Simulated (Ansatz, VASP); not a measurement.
## Re: VASP beside Ansatz

Contents of POSCAR:

```
Re
1.0
    4.4127299422      0.0000000000      0.0000000000
   -2.2063649711      3.8215362300      0.0000000000
    0.0000000000      0.0000000000      2.7627717746
Re
3
Direct
    1.0000000000      1.0000000000      0.0000000000
    0.3333333333      0.6666666667      0.5000000000
    0.6666666667      0.3333333333      0.5000000000
```

Contents of INCAR.step1:

```
PREC = Accurate
ENCUT = 550
ISMEAR = -1
SIGMA = 0.1
LREAL = False
LASPH = True
NELM = 120
NBANDS = 30
GGA = PE
ALGO = Normal
EDIFF = 1E-5
LWAVE = True
LCHARG = False
GGA_COMPAT = False
```

INCAR.step2

```
PREC = Accurate
ENCUT = 550
EDIFF = 1E-6
ISMEAR = -1
SIGMA = 0.1
LREAL = False
LASPH = True
NELM = 120
ALGO = Normal
ISIF = 2
LWAVE = False
LCHARG = True
METAGGA = R2SCAN
LMIXTAU = True
LELF = True
LVHAR = True
NBANDS = 30
ISTART = 1
GGA_COMPAT = False
```

The input KPOINTS:

```
regular mesh
0
Gamma
  10 10 13
```

Input for Ansatz:

```yaml
crystal:
  lattice:
    - [4.4127299422, 0.0, 0.0]
    - [-2.2063649711, 3.82153623, 0.0]
    - [0.0, 0.0, 2.7627717746]
  atoms:
    - { symbol: Re, position: [1.0, 1.0, 0.0] }
    - { symbol: Re, position: [0.3333333333, 0.6666666667, 0.5] }
    - { symbol: Re, position: [0.6666666667, 0.3333333333, 0.5] }
hamiltonian:
  xc: r2scan
  pseudopotentials:
    kind: paw
    azcp:
      Re: "pseudopotentials/Re.paw.azcp"
basis:
  ecutwfc: 500
  fft_grid_basis: typed
kpoints:
  mp_grid: { grid: [10, 10, 13], shift: [0, 0, 0] }
magnetization:
  spin_polarized: false
scf:
  occupations: { method: fermi_dirac, width: 0.1 }
  lower_state_search: "off"
output:
  stress: true
```

Alike in both runs: task single point; functional r2SCAN; k mesh 10 × 10 × 13; occupations fermi-dirac, width 0.1 eV; no spin polarisation.

|  | VASP | Ansatz |
| --- | --- | --- |
| version | VASP 6.6.1 | Ansatz 0.2.0 |
| potentials or method | VASP PAW PBE potentials, release 64 (Re_sv_GW), cutoff 550 eV | plane waves (500 eV) with PAW, scalar-relativistic |
| valence electrons in the cell | 45 | 45 |

|  | VASP | Ansatz | Ansatz less VASP |
| --- | --- | --- | --- |
| pressure (GPa) | -15.3 | -13.3 | +2.07 |
| traceless stress, the component that is largest in VASP (GPa) | 0.44 | 0.51 | +0.062 |

VASP's potentials were made for PBE, not for r2SCAN. With one functional, cell and mesh, what is left measures potentials, basis and numerics.

Spin-orbit coupling is off throughout.
